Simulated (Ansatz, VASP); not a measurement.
**One calculation of Zn3PbO, two programs**

```xyz
5
Lattice="4.4135 0.0000 0.0000 0.0000 4.4135 0.0000 0.0000 0.0000 4.4135" Properties=species:S:1:pos:R:3 pbc="T T T"
Zn    0.0000    2.2067    2.2067
Zn    2.2067    0.0000    2.2067
Zn    2.2067    2.2067    0.0000
Pb    0.0000    0.0000    0.0000
O     2.2067    2.2067    2.2067
```

Alike in both runs: task relaxation of cell and atoms; functional PBE; k mesh 8 × 8 × 8; occupations fermi-dirac, width 0.15 eV; no spin polarisation.

|  | VASP | Ansatz |
| --- | --- | --- |
| version | VASP 6.6.1 | Ansatz 0.2.0 |
| potentials or method | VASP PAW PBE potentials, release 64 (Zn, Pb_d, O), cutoff 600 eV | scalar-relativistic, plane waves, PAW |
| valence electrons in the cell | 56 | 56 |

```tsv
	VASP	Ansatz	Ansatz less VASP
gap on the k mesh at the Fermi level, each at its own relaxed structure (eV)	none	none	-
relaxed volume (Å³/atom)	17.27	17.24	-0.030
relaxed cell length with the largest relative difference (Å)	4.420	4.417	-0.0026
```

A gap of «none» marks a metal or a gap that the smearing closes.

Spin-orbit coupling is off throughout.
